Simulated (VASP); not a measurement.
# CuO (C2/c) in VASP: further runs

The runs below take CuO through single point, with PBE, PBE+D3(BJ).

Everything below comes from runs of VASP 6.6.1. Logs are shortened: lines on timing, memory, paths and dates and some standing lists are left out, and cuts for length are marked.

### 1 The cell of the first run

The structure is monoclinic, space group C2/c (No. 15). Conventional cell: a = 4.684 Å, b = 3.423 Å, c = 5.129 Å, α = 90.00°, β = 99.54°, γ = 90.00°. Cu (site symmetry -1) has 4 O at 1.95 to 1.96 Å within 2.6 Å. Within 3.0 Å of O (site symmetry 2) lie 6 Cu at 1.95 to 2.78 Å and 6 O at 2.62 to 2.90 Å.

### 2 Single point, PBE

INCAR reads:

```
SYSTEM = CuO
ALGO = Normal ; EDIFF = 1E-7
ENCUT = 520 ; GGA = PE
ISIF = 2 ; ISMEAR = -1
LASPH = .True. ; LCHARG = .True.
LELF = .True. ; LREAL = .False.
LVHAR = .True. ; LWAVE = .False.
NBANDS = 25 ; NELM = 100
PREC = Accurate ; SIGMA = 0.05
```

KPOINTS reads:

```
k-points
0
Gamma
  7 7 4
  0 0 0
```

POSCAR reads:

```
CuO
1.0
    2.3418500000     -1.7113000000      0.0000000000
    2.3418500000      1.7113000000      0.0000000000
   -0.8500274268      0.0000000000      5.0578693947
Cu O
2 2
Direct
    0.5000000000      0.0000000000      0.5000000000
    0.0000000000      0.5000000000      0.0000000000
    0.4184000000      0.5816000000      0.7500000000
    0.5816000000      0.4184000000      0.2500000000
```

Potentials or basis: VASP PAW PBE potentials, release 64 (Cu, O).

On the command line:

```
cat potpaw_PBE.64/Cu/POTCAR potpaw_PBE.64/O/POTCAR > POTCAR
mpirun -np 1 vasp_std > vasp.out
```

OUTCAR:

```text
SYSTEM = CuO
   EDIFF = 1E-7
   ENCUT = 520
   GGA = PE
   ISIF = 2
   ISMEAR = -1
   LASPH = .True.
   LREAL = .False.
   NELM = 100
   PREC = Accurate

 ion  position               nearest neighbor table
   1  0.500  0.000  0.500-   3 1.95   4 1.95   4 1.96   3 1.96
   2  0.000  0.500  0.000-   4 1.95   3 1.95   4 1.96   3 1.96
   3  0.418  0.582  0.750-   2 1.95   1 1.95   2 1.96   1 1.96
   4  0.582  0.418  0.250-   1 1.95   2 1.95   2 1.96   1 1.96

  LATTYP: Found a base centered monoclinic cell.
 ALAT       =     4.6837000000
 B/A-ratio  =     0.7307470589
 C/A-ratio  =     1.0950317057
 COS(beta)  =    -0.1657361228

  Lattice vectors:

 A1 = (   2.3418500000,  -1.7113000000,   0.0000000000)
 A2 = (   2.3418500000,   1.7113000000,   0.0000000000)
 A3 = (  -0.8500274268,   0.0000000000,   5.0578693947)

Analysis of symmetry for initial positions (statically):
=====================================================================
 Subroutine PRICEL returns:
 Original cell was already a primitive cell.

 Routine SETGRP: Setting up the symmetry group for a
 base centered monoclinic supercell.

 Subroutine GETGRP returns: Found  4 space group operations
 (whereof  2 operations were pure point group operations)
 out of a pool of  4 trial point group operations.

The static configuration has the point symmetry S_2 .
 The point group associated with its full space group is C_2h.

Analysis of symmetry for dynamics (positions and initial velocities):
=====================================================================
 Subroutine PRICEL returns:
 Original cell was already a primitive cell.

 Routine SETGRP: Setting up the symmetry group for a
 base centered monoclinic supercell.

 Subroutine GETGRP returns: Found  4 space group operations
 (whereof  2 operations were pure point group operations)
 out of a pool of  4 trial point group operations.

The dynamic configuration has the point symmetry S_2 .
 The point group associated with its full space group is C_2h.

 Subroutine INISYM returns: Found  4 space group operations
 (whereof  2 operations are pure point group operations),
 and found     1 'primitive' translations

----------------------------------------------------------------------------------------

                                     Primitive cell

  volume of cell :      40.5399

  direct lattice vectors                    reciprocal lattice vectors
     2.341850000 -1.711300000  0.000000000     0.213506416 -0.292175539  0.035881968
     2.341850000  1.711300000  0.000000000     0.213506416  0.292175539  0.035881968
    -0.850027427  0.000000000  5.057869395     0.000000000  0.000000000  0.197711709

  length of vectors
     2.900484289  2.900484289  5.128800000     0.363646877  0.363646877  0.197711709

  position of ions in fractional coordinates (direct lattice)
     0.500000000  0.000000000  0.500000000
     0.000000000  0.500000000  0.000000000
     0.418400000  0.581600000  0.750000000
     0.581600000  0.418400000  0.250000000

  ion indices of the primitive-cell ions
   primitive index   ion index
                 1           1
                 2           2
                 3           3
                 4           4

----------------------------------------------------------------------------------------

 KPOINTS: k-points

Automatic generation of k-mesh.
 Grid dimensions read from file:
 generate k-points for:    7    7    4

 Generating k-lattice:

  Cartesian coordinates                     Fractional coordinates (reciprocal lattice)
     0.030500917 -0.041739363  0.005125995     0.142857143  0.000000000  0.000000000
     0.030500917  0.041739363  0.005125995     0.000000000  0.142857143  0.000000000
     0.000000000  0.000000000  0.049427927     0.000000000  0.000000000  0.250000000

  Length of vectors
     0.051949554  0.051949554  0.049427927

  Shift w.r.t. Gamma in fractional coordinates (k-lattice)
     0.000000000  0.000000000  0.000000000

 Subroutine IBZKPT returns following result:
 ===========================================

 Found     60 irreducible k-points:

 Following reciprocal coordinates:
            Coordinates               Weight
  0.000000  0.000000  0.000000      1.000000
  0.142857 -0.000000 -0.000000      4.000000
  0.285714 -0.000000 -0.000000      4.000000
  0.428571 -0.000000 -0.000000      4.000000
  0.142857  0.142857 -0.000000      2.000000
  0.285714  0.142857 -0.000000      4.000000
[... 16 lines left out ...]
 -0.142857  0.000000  0.250000      4.000000
  0.142857  0.142857  0.250000      2.000000
 [... further k-points ...]
   k-points           NKPTS =     60   k-points in BZ     NKDIM =     60   number of bands    NBANDS=     25
   number of dos      NEDOS =    301   number of ions     NIONS =      4
   total plane-waves  NPLWV =  23040
   dimension x,y,z NGX =    24 NGY =   24 NGZ =   40
   dimension x,y,z NGXF=    48 NGYF=   48 NGZF=   80
   ions per type =               2   2
   NGX,Y,Z   is equivalent  to a cutoff of  13.76, 13.76, 12.97 a.u.
   NGXF,Y,Z  is equivalent  to a cutoff of  27.51, 27.51, 25.93 a.u.
 SYSTEM =  CuO
   PREC   = accura    normal or accurate (medium, high low for compatibility)
   ISTART =      0    job   : 0-new  1-cont  2-samecut
   ICHARG =      2    charge: 1-file 2-atom 10-const
   ISPIN  =      1    spin polarized calculation?
   LNONCOLLINEAR =      F non collinear calculations
   LSORBIT =      F    spin-orbit coupling
   LASPH  =      T    aspherical Exc in radial PAW
   ENCUT  =  520.0 eV  38.22 Ry    6.18 a.u.   5.39  5.39  9.54*2*pi/ulx,y,z
   NELM   =    100;   NELMIN=  2; NELMDL= -5     # of ELM steps
   EDIFF  = 0.1E-06   stopping-criterion for ELM
   LREAL  =      F    real-space projection
   EDIFFG = 0.1E-05   stopping-criterion for IOM
   NSW    =      0    number of steps for IOM
   IBRION =     -1    ionic relax: 0-MD 1-quasi-New 2-CG
   NFREE  =      0    steps in history (QN), initial steepest desc. (CG)
   ISIF   =      2    stress and relaxation
   ISYM   =      2    0-nonsym 1-usesym 2-fastsym
   POTIM  = 0.5000    time-step for ionic-motion
   TEBEG  =    0.0;   TEEND  =   0.0 temperature during run
   PSTRESS=    0.0 pullay stress
   NELECT =      34.0000    total number of electrons
   NUPDOWN=      -1.0000    fix difference up-down
   EMIN   =  10.00;   EMAX   =-10.00  energy-range for DOS
   EFERMI =   0.00;   METHOD = LEGACY
   ISMEAR =    -1;   SIGMA  =   0.05  broadening in eV -4-tet -1-fermi 0-gaus
   EFERMI_NEDOS =   21; number of points for ismear=-14 and -15
   IALGO  =     38    algorithm
   IMIX   =      4    mixing-type and parameters
     AMIX     =   0.40;   BMIX     =  1.00
     AMIX_MAG =   1.60;   BMIX_MAG =  1.00
  volume/ion in A,a.u.               =      10.13        68.39
  Fermi-wavevector in a.u.,A,eV,Ry     =   1.543856  2.917465 32.429379  2.383492
  Thomas-Fermi vector in A             =   2.649460
   LORBIT       =      0    0 simple, 1 ext, 2 COOP (PROOUT), +10 PAW based schemes
   GGA     = PE    functional components
   LHFCALC =     F    Hartree Fock is set to
   AEXX    =    0.0000 exact exchange contribution
   IVDW    =     0    specifies the selected vdW correction
   LEPSILON=     F    determine dielectric tensor
   LRPA    =     F    only Hartree local field effects (RPA)
 non-spin polarized calculation
  energy-cutoff  :      520.00
  volume of cell :       40.54
 maximum number of plane-waves:      1129
 NGX is ok and might be reduce to    24
   NGX = 11   NGY = 11   NGZ = 19

 number of electron      34.0000001 magnetization

 Free energy of the ion-electron system (eV)
  ---------------------------------------------------
  ext. energy  EPLUGINS =         0.00000000
  ---------------------------------------------------
  free energy    TOTEN  =       -19.53242599 eV

  energy without entropy =      -19.51411023  energy(sigma->0) =      -19.52326811

 E-fermi :   5.7265     XC(G=0): -11.9149

 val. band max:        5.7134235247   @ k =   0.4286  -0.0000  -0.0000
 cond. band min:       5.7409953694   @ k =  -0.1429   0.0000   0.2500
 fundamental gap:      0.0275718447
 Fermi energy:         5.7264960787

 k-point     1 :       0.0000    0.0000    0.0000
  band No.  band energies     occupation
      1     -14.2128      2.00000
      2     -12.8864      2.00000
      3      -2.4324      2.00000
      4       0.1596      2.00000
      5       0.5552      2.00000
      6       2.4048      2.00000
[... 17 lines left out ...]
     24      22.1235      0.00000
     25      22.4503      0.00000

 k-point     2 :       0.1429   -0.0000   -0.0000
  band No.  band energies     occupation
      1     -14.0784      2.00000
      2     -12.8435      2.00000
      3      -2.2137      2.00000
      4       0.1232      2.00000
      5       0.5018      2.00000
      6       1.1736      2.00000
[... 17 lines left out ...]
     24      21.3159      0.00000
     25      22.4460      0.00000

 k-point     3 :       0.2857   -0.0000   -0.0000
  band No.  band energies     occupation
      1     -13.7557      2.00000
      2     -12.7456      2.00000
      3      -1.7057      2.00000
      4      -0.4075      2.00000
      5       0.0164      2.00000
      6       0.5289      2.00000
[... 17 lines left out ...]
     24      19.8278      0.00000
     25      21.8424      0.00000

 k-point     4 :       0.4286   -0.0000   -0.0000
  band No.  band energies     occupation
      1     -13.4707      2.00000
      2     -12.6662      2.00000
      3      -1.3998      2.00000
      4      -1.2752      2.00000
      5      -0.0236      2.00000
      6       0.5522      2.00000
[... 17 lines left out ...]
     24      18.5944      0.00000
     25      21.3764      0.00000
[... 477 lines left out ...]
 k-point    22 :      -0.2857    0.0000    0.2500
  band No.  band energies     occupation
      1     -13.6485      2.00000
      2     -12.8863      2.00000
      3      -1.3420      2.00000
      4      -0.2139      2.00000
      5      -0.0041      2.00000
      6       0.4587      2.00000
[... 17 lines left out ...]
     24      20.3814      0.00000
     25      22.3495      0.00000

 k-point    23 :      -0.1429    0.0000    0.2500
  band No.  band energies     occupation
      1     -13.9409      2.00000
      2     -13.0327      2.00000
      3      -1.7238      2.00000
      4       0.1817      2.00000
      5       0.5001      2.00000
      6       1.2270      2.00000
[... 17 lines left out ...]
     24      20.7366      0.00000
     25      22.7681      0.00000

 k-point    24 :       0.1429    0.1429    0.2500
  band No.  band energies     occupation
      1     -13.8114      2.00000
      2     -13.0739      2.00000
      3      -1.5569      2.00000
      4       0.3165      2.00000
      5       0.3551      2.00000
      6       1.0876      2.00000
[... 17 lines left out ...]
     24      20.9118      0.00000
     25      21.6666      0.00000

 [... further k-points ...]

------------------------ aborting loop because EDIFF is reached ----------------------------------------

  FORCE on cell =-STRESS in cart. coord.  units (eV):
  Direction    XX          YY          ZZ          XY          YZ          ZX
  --------------------------------------------------------------------------------------
  -------------------------------------------------------------------------------------
  Total        1.5941851      1.8305167      1.4422362      0.0000000      0.0000000     -0.2935814
  in kB       63.0037650     72.3438217     56.9985943      0.0000000      0.0000000    -11.6026254
  external PRESSURE =      64.1153936 kB  Pullay stress =       0.0000000 kB

 VOLUME and BASIS-vectors are now :
 -----------------------------------------------------------------------------
  energy-cutoff  :      520.00
  volume of cell :       40.54
      direct lattice vectors                 reciprocal lattice vectors
     2.341850000 -1.711300000  0.000000000     0.213506416 -0.292175539  0.035881968
     2.341850000  1.711300000  0.000000000     0.213506416  0.292175539  0.035881968
    -0.850027427  0.000000000  5.057869395     0.000000000  0.000000000  0.197711709

 POSITION                                       TOTAL-FORCE (eV/Angst)
 -----------------------------------------------------------------------------------
      0.74591     -0.85565      2.52893         0.000000      0.000000      0.000000
      1.17092      0.85565      0.00000         0.000000      0.000000      0.000000
      1.70433      0.27928      3.79340         0.000000     -0.240376     -0.000000
      2.12934     -0.27928      1.26447        -0.000000      0.240376      0.000000
 -----------------------------------------------------------------------------------
    total drift:                                0.000000      0.000000     -0.000000

  FREE ENERGIE OF THE ION-ELECTRON SYSTEM (eV)
  ---------------------------------------------------
  free  energy   TOTEN  =       -19.5324259903 eV

  energy  without entropy=      -19.5141102290  energy(sigma->0) =      -19.52326811
```

Wall time 76 s (1 thread of Intel Xeon 8259CL, shared host); peak memory 0.19 GiB.

Results:

| Item | Value |
| --- | --- |
| Free energy | -19.5324 eV |
| Pressure | 6.4 GPa |
| Largest force | 0.240 eV/Å |
| Band gap on the k mesh | zero (bands 17 and 18 overlap by 0.65 eV) |

Forces in eV/Å, atoms in the order of the input:
```
Cu   0.000  0.000  0.000
Cu   0.000  0.000  0.000
O    0.000 -0.240  0.000
O    0.000  0.240  0.000
```

Caveat: the cell stands under pressure; semilocal functionals often make such compounds metallic where correlation or magnetic order opens a gap, which also shifts bond lengths. With open d or f shells a metallic result of PBE can be an artefact of self-interaction; +U or a hybrid may open a gap.

### 3 Single point, PBE+D3(BJ)

This run uses another cell than the first one, of 9.53 Å³/atom.

INCAR reads:

```
  PREC = Accurate
  ENCUT = 520
  EDIFF = 1E-7
  ISMEAR = -1
  SIGMA = 0.05
  LREAL = False
  LASPH = True
  NELM = 100
  ALGO = Normal
  ISIF = 2
  LWAVE = False
  LCHARG = False
  GGA = PE
  IVDW = 12
  NBANDS = 25
```

KPOINTS reads:

```
regular mesh
0
Gamma
  10 10 5
```

POSCAR reads:

```
CuO
1.0
    2.2940437287     -1.6763657078      0.0000000000
    2.2940437287      1.6763657078      0.0000000000
   -0.8326750593      0.0000000000      4.9546185987
Cu O
2 2
Direct
    0.5000000000      0.0000000000      0.5000000000
    0.0000000000      0.5000000000      0.0000000000
    0.4184000000      0.5816000000      0.7500000000
    0.5816000000      0.4184000000      0.2500000000
```

Potentials or basis: VASP PAW PBE potentials, release 64 (Cu, O).

On the command line:

```
cat potpaw_PBE.64/Cu/POTCAR potpaw_PBE.64/O/POTCAR > POTCAR
mpirun -np 1 vasp_std > vasp.out
```

Wall time 3.5 min (1 thread of Intel Xeon 8259CL, shared host); peak memory 0.25 GiB.

It converged, with:

```yaml
Free_energy: -20.5369 eV
Pressure: 14.8 GPa
Band_gap_on_the_k_mesh: zero (bands 17 and 18 overlap by 0.60 eV)
Dispersion_energy_per_atom: -0.301 eV
```

Stress tensor (GPa, compression positive):
```
15.26  0.00 -3.00
 0.00 12.70  0.00
-3.00  0.00 16.44
```

Levels at points of the mesh, in eV from the Fermi level:
```tsv
k point	band 14	band 15	band 16	band 17	band 18	band 19	band 20	band 21
(0.00, 0.00, 0.00)	-2.43	-2.37	-1.81	0.21	1.00	1.95	6.11	8.55
(0.50, 0.00, 0.00)	-1.76	-1.67	-1.54	0.01	0.25	4.85	6.58	7.25
(0.50, 0.50, 0.00)	-2.33	-1.73	-1.34	-0.72	1.14	3.17	7.36	8.62
```

Caveat: the cell stands under pressure; semilocal functionals often make such compounds metallic where correlation or magnetic order opens a gap, which also shifts bond lengths. With open d or f shells a metallic result of PBE can be an artefact of self-interaction; +U or a hybrid may open a gap.
